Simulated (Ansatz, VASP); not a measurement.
# AgCl: VASP beside Ansatz

INCAR

```
  PREC = Accurate
  ENCUT = 520
  EDIFF = 1E-6
  ISMEAR = 0
  SIGMA = 0.01
  LREAL = False
  LASPH = True
  NELM = 150
  ALGO = Normal
  ISIF = 2
  LWAVE = False
  LCHARG = True
  MAGMOM = 0 0 0 0 0 0 0 0 0 0 0 0
  LORBIT = 11
  LSORBIT = True
  GGA_COMPAT = False
  LORBMOM = True
  LMAXMIX = 4
  GGA = PE
  LVHAR = True
  NBANDS = 50
```

The input KPOINTS:

```
regular mesh
0
Gamma
  6 6 4
```

File POSCAR:

```
AgCl
1.0
    4.5197418656      0.0000000000      0.0000000000
   -2.2598709328      3.9142112741      0.0000000000
    0.0000000000      0.0000000000      5.7224974848
Ag Cl
2 2
Direct
    0.3333333333      0.6666666667     -0.0622203589
    0.6666666667      0.3333333333      0.4377796411
    0.3333333333      0.6666666667      0.4372203589
    0.6666666667      0.3333333333      0.9372203589
```

Input for Ansatz:

```yaml
crystal:
  lattice:
    - [4.5197418656, 0.0, 0.0]
    - [-2.2598709328, 3.9142112741, 0.0]
    - [0.0, 0.0, 5.7224974848]
  atoms:
    - { symbol: Ag, position: [0.3333333333, 0.6666666667, -0.0622203589] }
    - { symbol: Ag, position: [0.6666666667, 0.3333333333, 0.4377796411] }
    - { symbol: Cl, position: [0.3333333333, 0.6666666667, 0.4372203589] }
    - { symbol: Cl, position: [0.6666666667, 0.3333333333, 0.9372203589] }
kpoints:
  mp_grid: { grid: [6, 6, 4] }
  band_path:
    path:
      - [0.0, 0.0, 0.0]
      - [0.5, 0.0, 0.0]
      - [0.3333333333, 0.3333333333, 0.0]
      - [0.0, 0.0, 0.5]
      - [0.5, 0.0, 0.5]
      - [0.3333333333, 0.3333333333, 0.5]
    npoints: 1
hamiltonian:
  xc: pbe
scf:
  occupations: { method: fixed }
  n_extra_bands: 10
magnetization:
  noncollinear: true
  spin_orbit: true
output:
  forces: true
  stress: true
  eigenvalues: true
```

Alike in both runs: task single point; functional PBE; k mesh 6 × 6 × 4; non-collinear spin, spin-orbit coupling.

|  | VASP | Ansatz |
| --- | --- | --- |
| version | VASP 6.6.1 | Ansatz 0.2.0 |
| potentials or method | VASP PAW PBE potentials, release 64 (Ag, Cl) | plane waves, PAW |
| plane-wave cutoff (eV) | 520 | 420 |
| occupations | gaussian, width 0.01 eV | fixed |
| valence electrons in the cell | 36 | 52 |

|  | VASP | Ansatz | Ansatz less VASP |
| --- | --- | --- | --- |
| pressure (GPa) | 1.1 | 1.2 | +0.11 |
| traceless stress, the component that is largest in VASP (GPa) | 0.32 | 0.30 | -0.018 |

VASP's potentials hold 36 valence electrons a cell and Ansatz's 52, so a difference there can come from the potentials and not from the codes.
